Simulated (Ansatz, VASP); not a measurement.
## One calculation of Ba, two programs

```
Ba
1.0
     4.35177    0.00000    0.00000
    -1.45059    4.10289    0.00000
     0.00000    0.00000   30.65960
Ba
4
Direct
  0.25000 0.25000 0.32868
  0.75000 0.75000 0.44174
  0.25000 0.25000 0.55826
  0.75000 0.75000 0.67132
```

Alike in both runs: functional PBE; k mesh 9 × 9 × 1; occupations fermi-dirac, width 0.05 eV; no spin polarisation.

Ansatz relaxed the structure, and its values are those at the end. VASP's run is a single point on that final structure, the one shown.

|  | VASP | Ansatz |
| --- | --- | --- |
| version | VASP 6.6.1 | Ansatz 0.2.0 |
| potentials or method | VASP PAW PBE potentials, release 64 (Ba_sv) | PAW with Ansatz's default frozen-core files, scalar-relativistic |
| plane-wave cutoff (eV) | 520 | 420 |
| valence electrons in the cell | 40 | 40 |

```csv
,VASP,Ansatz,Ansatz less VASP
rms of the force components (eV/Å),0.004,0.002,-0.0027
```

With one functional, cell and mesh, what is left measures potentials, basis and numerics. Ansatz's warnings: stress scf threshold loose, xc potential rough in thin density.

Neither program's run includes spin-orbit coupling.
